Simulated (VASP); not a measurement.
# Nb (a cell with a defect) in VASP: a series of runs

The runs below take Nb (a cell with a defect) through single point, with PBE.

All numbers are computed with VASP 6.6.1; they aren't measurements. Logs are shortened: lines on timing, memory, paths and dates and some standing lists are left out, and cuts for length are marked.

## 1. The cell of the first run

The cell holds a defect, 7 atoms: a = 5.843 Å, b = 5.843 Å, c = 5.843 Å, α = 109.47°, β = 109.47°, γ = 109.47°.

## 2. Single point, PBE

File INCAR:

```
PREC = Accurate ; ENCUT = 520
EDIFF = 1E-7 ; ISMEAR = -1
SIGMA = 0.05 ; LREAL = F
LASPH = T ; NELM = 60
ALGO = Normal ; ISIF = 2
LWAVE = F ; LCHARG = F
GGA = PE ; NBANDS = 54
```

File KPOINTS:

```
regular mesh
0
Gamma
  3 3 3
```

File POSCAR:

```
Nb
1.0
   -3.3736720000      3.3736720000      3.3736720000
    3.3736720000     -3.3736720000      3.3736720000
    3.3736720000      3.3736720000     -3.3736720000
Nb
7
Direct
   -0.0294761909     -0.0298301080     -0.0538191027
    0.0028495657      0.5025709375     -0.0003758516
   -0.0294681878      0.5237254837      0.4997195934
    0.5030902530      0.0027121783     -0.0002340180
    0.5238868805     -0.0299375577      0.4996632749
    0.5239058510      0.5236079560      0.0531907073
    0.3859091814      0.3855634158      0.4997061066
```

Potentials or basis: VASP PAW PBE potentials, release 64 (Nb_sv).

Started as:

```
> cat potpaw_PBE.64/Nb_sv/POTCAR > POTCAR
> mpirun -np 1 vasp_std > vasp.out
```

OUTCAR:

```text
PREC = Accurate
   ENCUT = 520
   EDIFF = 1E-7
   ISMEAR = -1
   LREAL = F
   LASPH = T
   NELM = 60
   ISIF = 2
   GGA = PE

 ion  position               nearest neighbor table
   1  0.971  0.970  0.946-   7 2.80   4 2.91   2 2.91   2 2.96   4 2.96   3 3.01   5 3.01
   2  0.003  0.503  1.000-   3 2.91   1 2.91   5 2.91   6 2.91   1 2.96   3 2.96   5 2.96   6 2.96

   3  0.971  0.524  0.500-   7 2.80   4 2.91   2 2.91   2 2.96   4 2.96   1 3.01   6 3.01
   4  0.503  0.003  1.000-   3 2.91   6 2.91   1 2.91   5 2.91   5 2.96   6 2.96   1 2.96   3 2.96

   5  0.524  0.970  0.500-   7 2.80   4 2.91   2 2.91   2 2.96   4 2.96   6 3.01   1 3.01
   6  0.524  0.524  0.053-   7 2.80   4 2.91   2 2.91   2 2.96   4 2.96   5 3.01   3 3.01
   7  0.386  0.386  0.500-   1 2.80   6 2.80   3 2.80   5 2.80

  LATTYP: Found a body centered cubic cell.
 ALAT       =     6.7473440000

  Lattice vectors:

 A1 = (  -3.3736720000,   3.3736720000,   3.3736720000)
 A2 = (   3.3736720000,  -3.3736720000,   3.3736720000)
 A3 = (   3.3736720000,   3.3736720000,  -3.3736720000)

Analysis of symmetry for initial positions (statically):
=====================================================================
 Subroutine PRICEL returns:
 Original cell was already a primitive cell.

 Routine SETGRP: Setting up the symmetry group for a
 body centered cubic supercell.

 Subroutine GETGRP returns: Found  1 space group operations
 (whereof  1 operations were pure point group operations)
 out of a pool of 48 trial point group operations.

The static configuration has the point symmetry C_1 .

Analysis of symmetry for dynamics (positions and initial velocities):
=====================================================================
 Subroutine PRICEL returns:
 Original cell was already a primitive cell.

 Routine SETGRP: Setting up the symmetry group for a
 body centered cubic supercell.

 Subroutine GETGRP returns: Found  1 space group operations
 (whereof  1 operations were pure point group operations)
 out of a pool of 48 trial point group operations.

The dynamic configuration has the point symmetry C_1 .

 Subroutine INISYM returns: Found  1 space group operations
 (whereof  1 operations are pure point group operations),
 and found     1 'primitive' translations

----------------------------------------------------------------------------------------

                                     Primitive cell

  volume of cell :     153.5920

  direct lattice vectors                    reciprocal lattice vectors
    -3.373672000  3.373672000  3.373672000     0.000000000  0.148206465  0.148206465
     3.373672000 -3.373672000  3.373672000     0.148206465  0.000000000  0.148206465
     3.373672000  3.373672000 -3.373672000     0.148206465  0.148206465  0.000000000

  length of vectors
     5.843371312  5.843371312  5.843371312     0.209595592  0.209595592  0.209595592

  position of ions in fractional coordinates (direct lattice)
     0.970523809  0.970169892  0.946180897
     0.002849566  0.502570938  0.999624148
     0.970531812  0.523725484  0.499719593
     0.503090253  0.002712178  0.999765982
     0.523886881  0.970062442  0.499663275
     0.523905851  0.523607956  0.053190707
     0.385909181  0.385563416  0.499706107

  ion indices of the primitive-cell ions
   primitive index   ion index
                 1           1
                 2           2
                 3           3
                 4           4
                 5           5
                 6           6
                 7           7

----------------------------------------------------------------------------------------

 KPOINTS: regular mesh

Automatic generation of k-mesh.
 Grid dimensions read from file:
 generate k-points for:    3    3    3

 Generating k-lattice:

  Cartesian coordinates                     Fractional coordinates (reciprocal lattice)
     0.000000000  0.049402155  0.049402155     0.333333333  0.000000000  0.000000000
     0.049402155  0.000000000  0.049402155     0.000000000  0.333333333  0.000000000
     0.049402155  0.049402155  0.000000000     0.000000000  0.000000000  0.333333333

  Length of vectors
     0.069865197  0.069865197  0.069865197

  Shift w.r.t. Gamma in fractional coordinates (k-lattice)
     0.000000000  0.000000000  0.000000000

 Subroutine IBZKPT returns following result:
 ===========================================

 Found     14 irreducible k-points:

 Following reciprocal coordinates:
            Coordinates               Weight
  0.000000  0.000000  0.000000      1.000000
  0.333333  0.000000  0.000000      2.000000
  0.000000  0.333333  0.000000      2.000000
  0.000000  0.000000  0.333333      2.000000
  0.333333  0.000000 -0.333333      2.000000
  0.333333 -0.333333  0.000000      2.000000
  0.000000  0.333333 -0.333333      2.000000
  0.333333  0.333333  0.000000      2.000000
  0.000000  0.333333  0.333333      2.000000
  0.333333  0.000000  0.333333      2.000000
 -0.333333 -0.333333 -0.333333      2.000000
 -0.333333  0.333333  0.333333      2.000000
  0.333333 -0.333333  0.333333      2.000000
  0.333333  0.333333 -0.333333      2.000000
   k-points           NKPTS =     14   k-points in BZ     NKDIM =     14   number of bands    NBANDS=     54
   number of dos      NEDOS =    301   number of ions     NIONS =      7
   total plane-waves  NPLWV = 110592
   dimension x,y,z NGX =    48 NGY =   48 NGZ =   48
   dimension x,y,z NGXF=    96 NGYF=   96 NGZF=   96
   ions per type =               7
   NGX,Y,Z   is equivalent  to a cutoff of  13.66, 13.66, 13.66 a.u.
   NGXF,Y,Z  is equivalent  to a cutoff of  27.31, 27.31, 27.31 a.u.
 SYSTEM =  unknown system
   PREC   = accura    normal or accurate (medium, high low for compatibility)
   ISTART =      0    job   : 0-new  1-cont  2-samecut
   ICHARG =      2    charge: 1-file 2-atom 10-const
   ISPIN  =      1    spin polarized calculation?
   LNONCOLLINEAR =      F non collinear calculations
   LSORBIT =      F    spin-orbit coupling
   LASPH  =      T    aspherical Exc in radial PAW
   ENCUT  =  520.0 eV  38.22 Ry    6.18 a.u.  10.86 10.86 10.86*2*pi/ulx,y,z
   NELM   =     60;   NELMIN=  2; NELMDL= -5     # of ELM steps
   EDIFF  = 0.1E-06   stopping-criterion for ELM
   LREAL  =      F    real-space projection
   EDIFFG = 0.1E-05   stopping-criterion for IOM
   NSW    =      0    number of steps for IOM
   IBRION =     -1    ionic relax: 0-MD 1-quasi-New 2-CG
   NFREE  =      0    steps in history (QN), initial steepest desc. (CG)
   ISIF   =      2    stress and relaxation
   ISYM   =      2    0-nonsym 1-usesym 2-fastsym
   POTIM  = 0.5000    time-step for ionic-motion
   TEBEG  =    0.0;   TEEND  =   0.0 temperature during run
   PSTRESS=    0.0 pullay stress
   NELECT =      91.0000    total number of electrons
   NUPDOWN=      -1.0000    fix difference up-down
   EMIN   =  10.00;   EMAX   =-10.00  energy-range for DOS
   EFERMI =   0.00;   METHOD = LEGACY
   ISMEAR =    -1;   SIGMA  =   0.05  broadening in eV -4-tet -1-fermi 0-gaus
   EFERMI_NEDOS =   21; number of points for ismear=-14 and -15
   IALGO  =     38    algorithm
   IMIX   =      4    mixing-type and parameters
     AMIX     =   0.40;   BMIX     =  1.00
     AMIX_MAG =   1.60;   BMIX_MAG =  1.00
  volume/ion in A,a.u.               =      21.94       148.07
  Fermi-wavevector in a.u.,A,eV,Ry     =   1.374989  2.598352 25.723089  1.890594
  Thomas-Fermi vector in A             =   2.500365
   LORBIT       =      0    0 simple, 1 ext, 2 COOP (PROOUT), +10 PAW based schemes
   GGA     = PE    functional components
   LHFCALC =     F    Hartree Fock is set to
   AEXX    =    0.0000 exact exchange contribution
   IVDW    =     0    specifies the selected vdW correction
   LEPSILON=     F    determine dielectric tensor
   LRPA    =     F    only Hartree local field effects (RPA)
 non-spin polarized calculation
  energy-cutoff  :      520.00
  volume of cell :      153.59
 maximum number of plane-waves:      4152
 NGX is ok and might be reduce to    48
   NGX = 21   NGY = 21   NGZ = 21

 number of electron      91.0000000 magnetization

 Free energy of the ion-electron system (eV)
  ---------------------------------------------------
  ext. energy  EPLUGINS =         0.00000000
  ---------------------------------------------------
  free energy    TOTEN  =       -67.45212468 eV

  energy without entropy =      -67.38360951  energy(sigma->0) =      -67.41786709

 E-fermi :   8.7752     XC(G=0): -11.3926

 val. band max:        8.7625856132   @ k =  -0.3333   0.3333   0.3333
 cond. band min:       8.8621384369   @ k =   0.3333   0.3333  -0.3333
 fundamental gap:      0.0995528237
 Fermi energy:         8.7751776904

 k-point     1 :       0.0000    0.0000    0.0000
  band No.  band energies     occupation
      1     -46.0172      2.00000
      2     -45.8842      2.00000
      3     -45.8841      2.00000
      4     -45.8660      2.00000
      5     -45.8580      2.00000
      6     -45.6965      2.00000
[... 46 lines left out ...]
     53      11.2894      0.00000
     54      11.4223      0.00000

 k-point     2 :       0.3333    0.0000    0.0000
  band No.  band energies     occupation
      1     -45.9873      2.00000
      2     -45.9143      2.00000
      3     -45.8874      2.00000
      4     -45.8630      2.00000
      5     -45.8442      2.00000
      6     -45.6964      2.00000
[... 46 lines left out ...]
     53      10.6136      0.00000
     54      11.0354      0.00000

 k-point     3 :       0.0000    0.3333    0.0000
  band No.  band energies     occupation
      1     -45.9873      2.00000
      2     -45.9142      2.00000
      3     -45.8874      2.00000
      4     -45.8630      2.00000
      5     -45.8442      2.00000
      6     -45.6964      2.00000
[... 46 lines left out ...]
     53      10.6131      0.00000
     54      11.0273      0.00000
[... 514 lines left out ...]
 k-point    13 :       0.3333   -0.3333    0.3333
  band No.  band energies     occupation
      1     -45.9607      2.00000
      2     -45.9247      2.00000
      3     -45.8929      2.00000
      4     -45.8576      2.00000
      5     -45.8429      2.00000
      6     -45.6968      2.00000
[... 46 lines left out ...]
     53      10.2005      0.00000
     54      10.4675      0.00000

 k-point    14 :       0.3333    0.3333   -0.3333
  band No.  band energies     occupation
      1     -45.9769      2.00000
      2     -45.8934      2.00000
      3     -45.8932      2.00000
      4     -45.8572      2.00000
      5     -45.8565      2.00000
      6     -45.7077      2.00000
[... 46 lines left out ...]
     53      10.5280      0.00000
     54      10.5477      0.00000

------------------------ aborting loop because EDIFF is reached ----------------------------------------

  FORCE on cell =-STRESS in cart. coord.  units (eV):
  Direction    XX          YY          ZZ          XY          YZ          ZX
  --------------------------------------------------------------------------------------
  -------------------------------------------------------------------------------------
  Total      -12.2022648    -12.2067125    -14.5095638      0.0008919      0.0020424     -0.0001297
  in kB     -127.2865353   -127.3329316   -151.3548626      0.0093040      0.0213047     -0.0013527
  external PRESSURE =    -135.3247765 kB  Pullay stress =       0.0000000 kB

 VOLUME and BASIS-vectors are now :
 -----------------------------------------------------------------------------
  energy-cutoff  :      520.00
  volume of cell :      153.59
      direct lattice vectors                 reciprocal lattice vectors
    -3.373672000  3.373672000  3.373672000     0.000000000  0.148206465  0.148206465
     3.373672000 -3.373672000  3.373672000     0.148206465  0.000000000  0.148206465
     3.373672000  3.373672000 -3.373672000     0.148206465  0.148206465  0.000000000

 POSITION                                       TOTAL-FORCE (eV/Angst)
 -----------------------------------------------------------------------------------
      3.19091      3.19330      3.35516         0.027337      0.027804     -0.066117
      5.05830      1.68651     -1.66728         0.000165      0.001271     -0.045821
      0.17851      3.19327      3.35524        -0.027355      0.027856     -0.066335
      1.68477      5.06099     -1.66647        -0.000281     -0.001077     -0.053533
      3.19095      0.18045      3.35439         0.027578     -0.027722     -0.064313
      0.17844      0.18045      3.35452        -0.027523     -0.027722     -0.064563
      1.68468      1.68701      0.91685         0.000079     -0.000410      0.360683
 -----------------------------------------------------------------------------------
    total drift:                               -0.000001      0.000022     -0.000026

  FREE ENERGIE OF THE ION-ELECTRON SYSTEM (eV)
  ---------------------------------------------------
  free  energy   TOTEN  =       -67.4521246762 eV

  energy  without entropy=      -67.3836095081  energy(sigma->0) =      -67.41786709
```

It took 8.3 min on 1 thread of Intel Xeon 8259CL, shared host; peak memory 0.35 GiB.

Results:

```yaml
Free_energy: -67.4521 eV
Pressure: -13.5 GPa
Largest_force: 0.361 eV/Å
Band_gap_on_the_k_mesh: zero (an odd number of electrons rules out a gap without spin polarisation)
```

Forces in eV/Å, atoms in the order of the input:
```
Nb   0.027  0.028 -0.066
Nb   0.000  0.001 -0.046
Nb  -0.027  0.028 -0.066
Nb   0.000 -0.001 -0.054
Nb   0.028 -0.028 -0.064
Nb  -0.028 -0.028 -0.065
Nb   0.000  0.000  0.361
```

Stress tensor (GPa, compression positive):
```
-12.73   0.00   0.00
  0.00 -12.73   0.00
  0.00   0.00 -15.14
```

Caveat: the k points lie up to 0.44 Å⁻¹ apart, too coarse for converged energies and pressures of a metal.

## 3. Single point, PBE

File INCAR:

```
PREC = Accurate
ENCUT = 520
EDIFF = 1E-7
ISMEAR = -1
SIGMA = 0.05
LREAL = False
LASPH = True
NELM = 80
ALGO = Normal
ISIF = 2
LWAVE = False
LCHARG = False
GGA = PE
NBANDS = 54
```

KPOINTS is that of step 2.

File POSCAR:

```
Nb
1.0
   -3.3736720000      3.3736720000      3.3736720000
    3.3736720000     -3.3736720000      3.3736720000
    3.3736720000      3.3736720000     -3.3736720000
Nb
7
Direct
   -0.0213774487     -0.0217291426     -0.0532092331
   -0.0004838941      0.4992067990      0.0001578399
   -0.0213620352      0.5317074393      0.5002146030
    0.4996033995     -0.0007955723      0.0002783317
    0.5319593902     -0.0218278481      0.5002245328
    0.5319746555      0.5316130317      0.0536534079
    0.1165348914      0.1161990555      0.5002048213
```

Potentials or basis: VASP PAW PBE potentials, release 64 (Nb_sv).

Started as:

```
> cat potpaw_PBE.64/Nb_sv/POTCAR > POTCAR
> mpirun -np 1 vasp_std > vasp.out
```

Wall time 7.9 min (1 thread of Intel Xeon 8259CL, shared host); peak memory 0.35 GiB.

The run converged. Its results:

```yaml
Free_energy: -67.4524 eV
Pressure: -13.5 GPa
Largest_force: 0.363 eV/Å
Band_gap_on_the_k_mesh: zero (an odd number of electrons rules out a gap without spin polarisation)
```

Forces in eV/Å, atoms in the order of the input:
```
Nb   0.027  0.027  0.065
Nb   0.000  0.001  0.049
Nb  -0.027  0.027  0.065
Nb   0.000 -0.001  0.050
Nb   0.027 -0.027  0.067
Nb  -0.027 -0.027  0.067
Nb   0.000  0.000 -0.363
```

Stress tensor (GPa, compression positive):
```
-12.73   0.00   0.00
  0.00 -12.73   0.00
  0.00   0.00 -15.13
```

Levels at points of the mesh, in eV from the Fermi level:
```csv
k point,band 41,band 42,band 43,band 44,band 45,band 46,band 47,band 48,band 49,band 50
"(0.00, 0.00, 0.00)",-0.81,-0.81,-0.72,0.90,1.02,1.02,1.43,1.50,1.50,1.76
```

Caveat: the k points lie up to 0.44 Å⁻¹ apart, too coarse for converged energies and pressures of a metal.
